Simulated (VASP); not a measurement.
# Cd (P6_3/mmc) in VASP: notebook

Runs on Cd. Level: PBE. Tasks: single point.

All numbers are computed with VASP 6.6.1; they aren't measurements. Logs are shortened: lines on timing, memory, paths and dates and some standing lists are left out, and cuts for length are marked.

### Step 1. The cell of the first run

The structure is hexagonal, space group P6_3/mmc (No. 194). The conventional cell has a = 2.979 Å, b = 2.979 Å, c = 5.618 Å, α = 90.00°, β = 90.00°, γ = 120.00°. Cd (site symmetry -6m2) has 12 Cd at 2.98 to 3.29 Å within 3.9 Å.

### Step 2. Single point, PBE

Contents of INCAR:

```
SYSTEM = Cd
  ALGO = Fast
  EDIFF = 1E-6
  ENCUT = 520
  GGA = PE
  ISIF = 2
  ISMEAR = -1
  LASPH = .TRUE.
  LCHARG = .TRUE.
  LELF = .TRUE.
  LREAL = .FALSE.
  LVHAR = .TRUE.
  LWAVE = .FALSE.
  NBANDS = 19
  NELM = 80
  PREC = Accurate
  SIGMA = 0.05
```

Contents of KPOINTS:

```
k-points
0
G
  10 10 5
  0 0 0
```

Contents of POSCAR:

```
Cd
1.0
    2.9788700000      0.0000000000      0.0000000000
   -1.4894350000      2.5797770946      0.0000000000
    0.0000000000      0.0000000000      5.6176500000
Cd
2
Direct
    0.6666666667      0.3333333333      0.7500000000
    0.3333333333      0.6666666667      0.2500000000
```

Potentials or basis: VASP PAW PBE potentials, release 64 (Cd).

Launch:

```
$ cat potpaw_PBE.64/Cd/POTCAR > POTCAR
$ mpirun -np 1 vasp_std > vasp.out
```

OUTCAR:

```text
SYSTEM = Cd
   EDIFF = 1E-6
   ENCUT = 520
   GGA = PE
   ISIF = 2
   ISMEAR = -1
   LASPH = .TRUE.
   LREAL = .FALSE.
   NELM = 80
   PREC = Accurate

 ion  position               nearest neighbor table
   1  0.667  0.333  0.750-   2 3.29   2 3.29   2 3.29   2 3.29   2 3.29   2 3.29
   2  0.333  0.667  0.250-   1 3.29   1 3.29   1 3.29   1 3.29   1 3.29   1 3.29

  LATTYP: Found a hexagonal cell.
 ALAT       =     2.9788700000
 C/A-ratio  =     1.8858325472

  Lattice vectors:

 A1 = (   2.9788700000,   0.0000000000,   0.0000000000)
 A2 = (  -1.4894350000,   2.5797770946,   0.0000000000)
 A3 = (   0.0000000000,   0.0000000000,   5.6176500000)

Analysis of symmetry for initial positions (statically):
=====================================================================
 Subroutine PRICEL returns:
 Original cell was already a primitive cell.

 Routine SETGRP: Setting up the symmetry group for a
 hexagonal supercell.

 Subroutine GETGRP returns: Found 24 space group operations
 (whereof 12 operations were pure point group operations)
 out of a pool of 24 trial point group operations.

The static configuration has the point symmetry D_3d.
 The point group associated with its full space group is D_6h.

Analysis of symmetry for dynamics (positions and initial velocities):
=====================================================================
 Subroutine PRICEL returns:
 Original cell was already a primitive cell.

 Routine SETGRP: Setting up the symmetry group for a
 hexagonal supercell.

 Subroutine GETGRP returns: Found 24 space group operations
 (whereof 12 operations were pure point group operations)
 out of a pool of 24 trial point group operations.

The dynamic configuration has the point symmetry D_3d.
 The point group associated with its full space group is D_6h.

 Subroutine INISYM returns: Found 24 space group operations
 (whereof 12 operations are pure point group operations),
 and found     1 'primitive' translations

----------------------------------------------------------------------------------------

                                     Primitive cell

  volume of cell :      43.1706

  direct lattice vectors                    reciprocal lattice vectors
     2.978870000  0.000000000  0.000000000     0.335697765  0.193815195  0.000000000
    -1.489435000  2.579777095  0.000000000     0.000000000  0.387630389  0.000000000
     0.000000000  0.000000000  5.617650000     0.000000000  0.000000000  0.178010378

  length of vectors
     2.978870000  2.978870000  5.617650000     0.387630390  0.387630389  0.178010378

  position of ions in fractional coordinates (direct lattice)
     0.666666667  0.333333333  0.750000000
     0.333333333  0.666666667  0.250000000

  ion indices of the primitive-cell ions
   primitive index   ion index
                 1           1
                 2           2

----------------------------------------------------------------------------------------

 KPOINTS: k-points

Automatic generation of k-mesh.
 Grid dimensions read from file:
 generate k-points for:   10   10    5

 Generating k-lattice:

  Cartesian coordinates                     Fractional coordinates (reciprocal lattice)
     0.033569776  0.019381519  0.000000000     0.100000000  0.000000000  0.000000000
     0.000000000  0.038763039  0.000000000     0.000000000  0.100000000  0.000000000
     0.000000000  0.000000000  0.035602076     0.000000000  0.000000000  0.200000000

  Length of vectors
     0.038763039  0.038763039  0.035602076

  Shift w.r.t. Gamma in fractional coordinates (k-lattice)
     0.000000000  0.000000000  0.000000000

 Subroutine IBZKPT returns following result:
 ===========================================

 Found     42 irreducible k-points:

 Following reciprocal coordinates:
            Coordinates               Weight
  0.000000  0.000000  0.000000      1.000000
  0.100000  0.000000  0.000000      6.000000
  0.200000  0.000000  0.000000      6.000000
  0.300000  0.000000  0.000000      6.000000
  0.400000 -0.000000  0.000000      6.000000
  0.500000  0.000000  0.000000      3.000000
[... 16 lines left out ...]
  0.300000  0.100000  0.200000     24.000000
  0.400000  0.100000  0.200000     24.000000
 [... further k-points ...]
   k-points           NKPTS =     42   k-points in BZ     NKDIM =     42   number of bands    NBANDS=     19
   number of dos      NEDOS =    301   number of ions     NIONS =      2
   total plane-waves  NPLWV =  24192
   dimension x,y,z NGX =    24 NGY =   24 NGZ =   42
   dimension x,y,z NGXF=    48 NGYF=   48 NGZF=   84
   ions per type =               2
   NGX,Y,Z   is equivalent  to a cutoff of  13.39, 13.39, 12.43 a.u.
   NGXF,Y,Z  is equivalent  to a cutoff of  26.79, 26.79, 24.86 a.u.
 SYSTEM =  Cd
   PREC   = accura    normal or accurate (medium, high low for compatibility)
   ISTART =      0    job   : 0-new  1-cont  2-samecut
   ICHARG =      2    charge: 1-file 2-atom 10-const
   ISPIN  =      1    spin polarized calculation?
   LNONCOLLINEAR =      F non collinear calculations
   LSORBIT =      F    spin-orbit coupling
   LASPH  =      T    aspherical Exc in radial PAW
   ENCUT  =  520.0 eV  38.22 Ry    6.18 a.u.   5.54  5.54 10.45*2*pi/ulx,y,z
   NELM   =     80;   NELMIN=  2; NELMDL= -5     # of ELM steps
   EDIFF  = 0.1E-05   stopping-criterion for ELM
   LREAL  =      F    real-space projection
   EDIFFG = 0.1E-04   stopping-criterion for IOM
   NSW    =      0    number of steps for IOM
   IBRION =     -1    ionic relax: 0-MD 1-quasi-New 2-CG
   NFREE  =      0    steps in history (QN), initial steepest desc. (CG)
   ISIF   =      2    stress and relaxation
   ISYM   =      2    0-nonsym 1-usesym 2-fastsym
   POTIM  = 0.5000    time-step for ionic-motion
   TEBEG  =    0.0;   TEEND  =   0.0 temperature during run
   PSTRESS=    0.0 pullay stress
   NELECT =      24.0000    total number of electrons
   NUPDOWN=      -1.0000    fix difference up-down
   EMIN   =  10.00;   EMAX   =-10.00  energy-range for DOS
   EFERMI =   0.00;   METHOD = LEGACY
   ISMEAR =    -1;   SIGMA  =   0.05  broadening in eV -4-tet -1-fermi 0-gaus
   EFERMI_NEDOS =   21; number of points for ismear=-14 and -15
   IALGO  =     68    algorithm
   IMIX   =      4    mixing-type and parameters
     AMIX     =   0.40;   BMIX     =  1.00
     AMIX_MAG =   1.60;   BMIX_MAG =  1.00
  volume/ion in A,a.u.               =      21.59       145.66
  Fermi-wavevector in a.u.,A,eV,Ry     =   1.346116  2.543790 24.654136  1.812028
  Thomas-Fermi vector in A             =   2.473974
   LORBIT       =      0    0 simple, 1 ext, 2 COOP (PROOUT), +10 PAW based schemes
   GGA     = PE    functional components
   LHFCALC =     F    Hartree Fock is set to
   AEXX    =    0.0000 exact exchange contribution
   IVDW    =     0    specifies the selected vdW correction
   LEPSILON=     F    determine dielectric tensor
   LRPA    =     F    only Hartree local field effects (RPA)
 non-spin polarized calculation
 RMM-DIIS sequential band-by-band and
  energy-cutoff  :      520.00
  volume of cell :       43.17
 maximum number of plane-waves:      1185
 NGX is ok and might be reduce to    24
   NGX = 11   NGY = 11   NGZ = 21

 number of electron      23.9999993 magnetization

 Free energy of the ion-electron system (eV)
  ---------------------------------------------------
  ext. energy  EPLUGINS =         0.00000000
  ---------------------------------------------------
  free energy    TOTEN  =        -1.48170520 eV

  energy without entropy =       -1.47955593  energy(sigma->0) =       -1.48063057

 E-fermi :   2.8541     XC(G=0): -11.0331

 val. band max:        2.6656784311   @ k =   0.3000   0.2000   0.2000
 cond. band min:       2.8633704406   @ k =   0.3000   0.0000   0.0000
 fundamental gap:      0.1976920095
 Fermi energy:         2.8541409468

 k-point     1 :       0.0000    0.0000    0.0000
  band No.  band energies     occupation
      1      -6.9166      2.00000
      2      -6.6503      2.00000
      3      -6.2835      2.00000
      4      -6.2835      2.00000
      5      -6.2324      2.00000
      6      -6.2324      2.00000
[... 11 lines left out ...]
     18      17.8632      0.00000
     19      18.7089      0.00000

 k-point     2 :       0.1000    0.0000    0.0000
  band No.  band energies     occupation
      1      -6.8195      2.00000
      2      -6.5669      2.00000
      3      -6.3181      2.00000
      4      -6.2637      2.00000
      5      -6.1922      2.00000
      6      -6.1444      2.00000
[... 11 lines left out ...]
     18      17.7858      0.00000
     19      19.1125      0.00000

 k-point     3 :       0.2000    0.0000    0.0000
  band No.  band energies     occupation
      1      -6.7279      2.00000
      2      -6.4881      2.00000
      3      -6.3734      2.00000
      4      -6.1719      2.00000
      5      -6.0908      2.00000
      6      -5.9455      2.00000
[... 11 lines left out ...]
     18      16.1195      0.00000
     19      16.5032      0.00000

 k-point     4 :       0.3000    0.0000    0.0000
  band No.  band energies     occupation
      1      -6.8617      2.00000
      2      -6.6536      2.00000
      3      -6.4023      2.00000
      4      -6.1630      2.00000
      5      -6.0420      2.00000
      6      -5.9560      2.00000
[... 11 lines left out ...]
     18      16.0407      0.00000
     19      16.6432      0.00000

 k-point     5 :       0.4000   -0.0000    0.0000
  band No.  band energies     occupation
      1      -7.0037      2.00000
      2      -6.8018      2.00000
      3      -6.6256      2.00000
      4      -6.1758      2.00000
      5      -6.0201      2.00000
      6      -6.0013      2.00000
[... 11 lines left out ...]
     18      15.7864      0.00000
     19      16.2574      0.00000

 k-point     6 :       0.5000    0.0000    0.0000
  band No.  band energies     occupation
      1      -7.0594      2.00000
      2      -6.8580      2.00000
      3      -6.7045      2.00000
      4      -6.2251      2.00000
      5      -6.0438      2.00000
      6      -5.9414      2.00000
[... 11 lines left out ...]
     18      15.7038      0.00000
     19      15.8396      0.00000

 k-point     7 :       0.1000    0.1000    0.0000
  band No.  band energies     occupation
      1      -6.6726      2.00000
      2      -6.4959      2.00000
      3      -6.3358      2.00000
      4      -6.3144      2.00000
      5      -6.0318      2.00000
      6      -5.9946      2.00000
[... 11 lines left out ...]
     18      17.4848      0.00000
     19      17.6796      0.00000

 k-point     8 :       0.2000    0.1000    0.0000
  band No.  band energies     occupation
      1      -6.6820      2.00000
      2      -6.4792      2.00000
      3      -6.3363      2.00000
      4      -6.2604      2.00000
      5      -6.1261      2.00000
      6      -6.0649      2.00000
[... 256 lines left out ...]
 k-point    20 :       0.5000    0.0000    0.2000
  band No.  band energies     occupation
      1      -7.0352      2.00000
      2      -6.8914      2.00000
      3      -6.7044      2.00000
      4      -6.3659      2.00000
      5      -5.9991      2.00000
      6      -5.8325      2.00000
[... 11 lines left out ...]
     18      15.0278      0.00000
     19      15.7541      0.00000

 k-point    21 :       0.1000    0.1000    0.2000
  band No.  band energies     occupation
      1      -6.6495      2.00000
      2      -6.4905      2.00000
      3      -6.3679      2.00000
      4      -6.3311      2.00000
      5      -6.0762      2.00000
      6      -6.0100      2.00000
[... 11 lines left out ...]
     18      15.9634      0.00000
     19      18.7976      0.00000

 k-point    22 :       0.2000    0.1000    0.2000
  band No.  band energies     occupation
      1      -6.6628      2.00000
      2      -6.4971      2.00000
      3      -6.3844      2.00000
      4      -6.2646      2.00000
      5      -6.1686      2.00000
      6      -6.0150      2.00000
[... 11 lines left out ...]
     18      14.5865      0.00000
     19      16.5607      0.00000

 k-point    23 :       0.3000    0.1000    0.2000
  band No.  band energies     occupation
      1      -6.8184      2.00000
      2      -6.6693      2.00000
      3      -6.5278      2.00000
      4      -6.2943      2.00000
      5      -6.0466      2.00000
      6      -5.9349      2.00000
[... 11 lines left out ...]
     18      13.5621      0.00000
     19      15.5037      0.00000

 k-point    24 :       0.4000    0.1000    0.2000
  band No.  band energies     occupation
      1      -6.9188      2.00000
      2      -6.7820      2.00000
      3      -6.6439      2.00000
      4      -6.3449      2.00000
      5      -6.0610      2.00000
      6      -5.8335      2.00000
[... 11 lines left out ...]
     18      12.9958      0.00000
     19      16.3202      0.00000

 [... further k-points ...]
[... 5 lines left out ...]
  --------------------------------------------------------------------------------------
  -------------------------------------------------------------------------------------
  Total        1.0487193      1.0487193      0.5167648      0.0000000     -0.0000000      0.0000000
  in kB       38.9207706     38.9207706     19.1785198      0.0000000     -0.0000000      0.0000000
  external PRESSURE =      32.3400204 kB  Pullay stress =       0.0000000 kB

 VOLUME and BASIS-vectors are now :
 -----------------------------------------------------------------------------
  energy-cutoff  :      520.00
  volume of cell :       43.17
      direct lattice vectors                 reciprocal lattice vectors
     2.978870000  0.000000000  0.000000000     0.335697765  0.193815195  0.000000000
    -1.489435000  2.579777095  0.000000000     0.000000000  0.387630389  0.000000000
     0.000000000  0.000000000  5.617650000     0.000000000  0.000000000  0.178010378

 POSITION                                       TOTAL-FORCE (eV/Angst)
 -----------------------------------------------------------------------------------
      1.48944      0.85993      4.21324        -0.000000     -0.000000      0.000000
     -0.00000      1.71985      1.40441         0.000000      0.000000     -0.000000
 -----------------------------------------------------------------------------------
    total drift:                               -0.000000      0.000000      0.000000

  FREE ENERGIE OF THE ION-ELECTRON SYSTEM (eV)
  ---------------------------------------------------
  free  energy   TOTEN  =        -1.4817052040 eV

  energy  without entropy=       -1.4795559306  energy(sigma->0) =       -1.48063057
```

Wall time 15 s (1 thread of Intel Xeon Platinum 8488C (Sapphire Rapids), shared host); peak memory 0.17 GiB.

Results:

```yaml
Free_energy: -1.4817 eV
Pressure: 3.2 GPa
Band_gap_on_the_k_mesh: zero (band 12 reaches 4.02 eV, above the bottom of band 13 at -0.05 eV)
```

Stress tensor (GPa, compression positive):
```
3.89 0.00 0.00
0.00 3.89 0.00
0.00 0.00 1.92
```

Levels at points of the mesh, in eV from the Fermi level:
```csv
k point,band 10,band 11,band 12,band 13,band 14,band 15
"(0.00, 0.00, 0.00)",-8.37,-8.37,-2.92,-2.91,10.69,14.58
"(0.50, 0.00, 0.00)",-8.08,-2.22,-1.72,2.12,3.15,3.31
```

### Step 3. Single point, PBE

Contents of INCAR:

```
ALGO = Normal
EDIFF = 1E-7
ENCUT = 520
GGA = PE
ISIF = 2
ISMEAR = -1
LASPH = True
LCHARG = True
LELF = True
LREAL = False
LVHAR = True
LWAVE = False
NBANDS = 19
NELM = 100
PREC = Accurate
SIGMA = 0.05
```

Contents of KPOINTS:

```
k-points
0
Gamma
  10 10 5
```

POSCAR is that of step 2.

Potentials or basis: VASP PAW PBE potentials, release 64 (Cd).

Launch:

```
$ cat potpaw_PBE.64/Cd/POTCAR > POTCAR
$ mpirun -np 1 vasp_std > vasp.out
```

OUTCAR:

```text
EDIFF = 1E-7
   ENCUT = 520
   GGA = PE
   ISIF = 2
   ISMEAR = -1
   LASPH = True
   LREAL = False
   NELM = 100
   PREC = Accurate

 ion  position               nearest neighbor table
   1  0.667  0.333  0.750-   2 3.29   2 3.29   2 3.29   2 3.29   2 3.29   2 3.29
   2  0.333  0.667  0.250-   1 3.29   1 3.29   1 3.29   1 3.29   1 3.29   1 3.29

  LATTYP: Found a hexagonal cell.
 ALAT       =     2.9788700000
 C/A-ratio  =     1.8858325472

  Lattice vectors:

[... 191 lines left out ...]
      3      -6.2833      2.00000
      4      -6.2833      2.00000
      5      -6.2322      2.00000
      6      -6.2322      2.00000
[... 505 lines left out ...]
      6      -5.8332      2.00000
[... 11 lines left out ...]
     18      12.9959      0.00000
     19      16.3202      0.00000

 [... further k-points ...]
[... 5 lines left out ...]
  --------------------------------------------------------------------------------------
  -------------------------------------------------------------------------------------
  Total        1.0416149      1.0416149      0.5108091      0.0000000     -0.0000000      0.0000000
  in kB       38.6571085     38.6571085     18.9574893      0.0000000     -0.0000000      0.0000000
  external PRESSURE =      32.0905688 kB  Pullay stress =       0.0000000 kB

 VOLUME and BASIS-vectors are now :
 -----------------------------------------------------------------------------
  energy-cutoff  :      520.00
  volume of cell :       43.17
      direct lattice vectors                 reciprocal lattice vectors
     2.978870000  0.000000000  0.000000000     0.335697765  0.193815195  0.000000000
    -1.489435000  2.579777095  0.000000000     0.000000000  0.387630389  0.000000000
     0.000000000  0.000000000  5.617650000     0.000000000  0.000000000  0.178010378

 POSITION                                       TOTAL-FORCE (eV/Angst)
 -----------------------------------------------------------------------------------
      1.48944      0.85993      4.21324        -0.000000     -0.000000     -0.000000
     -0.00000      1.71985      1.40441         0.000000      0.000000      0.000000
 -----------------------------------------------------------------------------------
    total drift:                               -0.000000      0.000000      0.000000

  FREE ENERGIE OF THE ION-ELECTRON SYSTEM (eV)
  ---------------------------------------------------
  free  energy   TOTEN  =        -1.4817054701 eV

  energy  without entropy=       -1.4795560898  energy(sigma->0) =       -1.48063078
```

stdout:

```text
POSCAR found type information on POSCAR Cd
 POSCAR found :  1 types and       2 ions
 scaLAPACK will be used
 LDA part: xc-table for (Slater+PW92), standard interpolation
 POSCAR, INCAR and KPOINTS ok, starting setup
 FFT: planning ... GRIDC
 FFT: planning ... GRID_SOFT
 FFT: planning ... GRID
 WAVECAR not read
 entering main loop
```

Run time: 13 s. Hardware: 1 thread of Intel Xeon Platinum 8488C (Sapphire Rapids), shared host; peak memory 0.17 GiB.

What came out:

```yaml
Free_energy: -1.4817 eV
Pressure: 3.2 GPa
Band_gap_on_the_k_mesh: zero (band 12 reaches 4.02 eV, above the bottom of band 13 at -0.05 eV)
```

### Step 4. Single point, PBE (volume scaled by 1.02)

Contents of INCAR:

```
SYSTEM = Cd
PREC     = Accurate       ! precision mode
ENCUT    = 520            ! plane-wave cutoff, eV
EDIFF    = 1E-6           ! SCF threshold, eV
ISMEAR   = -1             ! smearing method
SIGMA    = 0.05           ! smearing width, eV
LREAL    = .FALSE.        ! projectors in reciprocal space
LASPH    = .TRUE.         ! aspherical terms in the spheres
NELM     = 100            ! most SCF steps
ALGO     = Normal         ! electronic algorithm
ISIF     = 2              ! what is computed and relaxed
LWAVE    = .FALSE.        ! write WAVECAR
LCHARG   = .TRUE.         ! write CHGCAR
GGA      = PE             ! functional
LELF     = .TRUE.         ! ELF
LVHAR    = .TRUE.       
NBANDS   = 19             ! bands
```

Contents of KPOINTS:

```
Automatic mesh
0
G
  10 10 5
  0 0 0
```

Contents of POSCAR:

```
Cd
1.0
    2.9985981908      0.0000000000      0.0000000000
   -1.4992990954      2.5968622090      0.0000000000
    0.0000000000      0.0000000000      5.6548540644
Cd
2
Direct
    0.6666666667      0.3333333333      0.7500000000
    0.3333333333      0.6666666667      0.2500000000
```

Launch:

```
$ cat potpaw_PBE.64/Cd/POTCAR > POTCAR
$ mpirun -np 1 vasp_std > vasp.out
```

Wall time 12 s (1 thread of Intel Xeon Platinum 8488C (Sapphire Rapids), shared host); peak memory 0.17 GiB.

The run converged. Its results:

```
Free energy            : -1.4957 eV
Pressure               : 2.0 GPa
Band gap on the k mesh : zero (band 12 reaches 3.85 eV, above the bottom of band 13 at -0.12 eV)
```

Stress tensor (GPa, compression positive):
```
2.49 0.00 0.00
0.00 2.49 0.00
0.00 0.00 1.04
```

Levels at points of the mesh, in eV from the Fermi level:
```tsv
k point	band 10	band 11	band 12	band 13	band 14	band 15
(0.00, 0.00, 0.00)	-8.36	-8.36	-2.93	-2.84	10.56	14.48
(0.50, 0.00, 0.00)	-8.08	-2.17	-1.73	2.06	3.13	3.19
```

[end of part 1 of 2]
